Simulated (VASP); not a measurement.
Sr: relaxation of cell and atoms with PBE

Crystal: Sr.

```
CELL_PARAMETERS angstrom
4.28109 0.00000 0.00000
-2.14054 3.70753 0.00000
0.00000 0.00000 6.93536
ATOMIC_POSITIONS crystal
Sr 0.33333 0.66667 0.25000
Sr 0.66667 0.33333 0.75000
```

This isn't the form of Sr at room conditions, which is fcc.

* Program: VASP 6.6.1
* Task: relaxation of cell and atoms
* Functional: PBE
* Potentials or basis: VASP PAW PBE potentials, release 64 (Sr_sv)
* Cutoff: 600 eV
* k mesh: 11 × 11 × 6
* Occupations: fermi-dirac, width 0.05 eV
* Spin: no spin polarisation
* Dipole correction: no
* Further INCAR settings: ALGO = Normal; EDIFF = 1e-06; IBRION = 2; EDIFFG = -0.005; NSW = 60; ISIF = 3

* Relaxed volume: 55.33 Å³/atom
* Relaxed cell: a = 4.266 Å, b = 4.266 Å, c = 7.020 Å, α = 90.00°, β = 90.00°, γ = 120.00°
* Space group after relaxing (to 0.1 Å): P6_3/mmc (No. 194)
* Energy gained by relaxing: 0.6 meV/atom
* Ionic steps: 9
* Pressure after relaxing: 0.0 GPa
* Band gap on the k mesh: zero (bands 10 and 11 overlap by 0.12 eV)

Step by step:
| step | energy change (eV) | largest force (eV/Å) | pressure (GPa) | volume (Å³) |
| --- | --- | --- | --- | --- |
| 1 | 0.0000 | 0.0000 | 0.06 | 110.08 |
| 2 | -0.0007 | 0.0000 | 0.03 | 110.43 |
| 3 | -0.0013 | 0.0000 | -0.04 | 111.09 |
| 4 | -0.0013 | 0.0000 | -0.04 | 111.05 |
| 5 | -0.0011 | 0.0000 | 0.00 | 110.74 |
| 6 | -0.0013 | 0.0000 | -0.02 | 111.00 |
| 7 | -0.0013 | 0.0000 | -0.02 | 111.02 |
| 8 | -0.0013 | 0.0000 | -0.01 | 110.84 |
| 9 | -0.0013 | 0.0000 | 0.01 | 110.66 |

Final structure:
```
Sr
1.0
     4.26633    0.00000    0.00000
    -2.13317    3.69475    0.00000
     0.00000    0.00000    7.01992
Sr
2
Cartesian
  0.0000 2.4632 1.7550
  2.1332 1.2316 5.2649
```

Levels at points of the mesh, in eV from the Fermi level:
```csv
k point,band 7,band 8,band 9,band 10,band 11,band 12,band 13,band 14
"(0.00, 0.00, 0.00)",-18.54,-18.53,-3.66,-1.17,0.01,2.25,2.28,2.28
"(0.00, 0.00, 0.50)",-18.55,-18.55,-2.73,-2.73,1.23,1.23,2.28,2.28
```

Run time: 9.2 min on 1 thread of Intel Xeon 8259CL, with other jobs on the host, peak memory 0.34 GiB.
